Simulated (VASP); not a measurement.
Wanted: the native input for a VASP 6.6.1 run.

```
Task                   : single point
Functional             : PBE
Potentials or basis    : VASP PAW PBE potentials, release 64 (K_sv, F)
Cutoff                 : 600 eV
k mesh                 : 8 × 8 × 8
Occupations            : gaussian, width 0.02 eV
Spin                   : no spin polarisation
Dipole correction      : no
Further INCAR settings : ALGO = Normal; EDIFF = 1e-06; NBANDS = 15
```

The structure of KF lies in POSCAR:

```
KF
1.0
    3.2589550000      0.0000000000      0.0000000000
    0.0000000000      3.2589550000      0.0000000000
    0.0000000000      0.0000000000      3.2589550000
K F
1 1
Direct
    0.0000000000      0.0276162144      0.0000000000
    0.5000000000      0.5000000000      0.5000000000
```

This cell differs from its parent crystal: one atom moved.

One way to write it, as run:

INCAR

```
SYSTEM = KF
PREC     = Accurate       ! precision mode
ENCUT    = 600            ! plane-wave cutoff, eV
EDIFF    = 1E-6           ! SCF threshold, eV
ISMEAR   = 0              ! smearing method
SIGMA    = 0.02           ! smearing width, eV
LREAL    = .FALSE.        ! projectors in reciprocal space
LASPH    = .TRUE.         ! aspherical terms in the spheres
NELM     = 120            ! most SCF steps
ALGO     = Normal         ! electronic algorithm
ISIF     = 2              ! what is computed and relaxed
LWAVE    = .FALSE.        ! write WAVECAR
LCHARG   = .FALSE.        ! write CHGCAR
GGA      = PE             ! functional
NBANDS   = 15             ! bands
GGA_COMPAT= .FALSE.
```

KPOINTS

```
Automatic mesh
0
G
  8 8 8
  0 0 0
```

Potentials or basis: VASP PAW PBE potentials, release 64 (K_sv, F).

Launch:

```bash
$ cat potpaw_PBE.64/K_sv/POTCAR potpaw_PBE.64/F/POTCAR > POTCAR
$ mpirun -np 1 vasp_std > vasp.out
```

It gave:

The pressure is 0.1 GPa. The largest force is 0.071 eV/Å and the band gap on the k mesh is 6.26 eV (least direct gap 6.31 eV).

Caveat: the cell differs from its parent crystal (one atom moved).

Run time: 61 s on 1 thread of Intel Xeon 8259CL (shared host), peak memory 0.18 GiB.
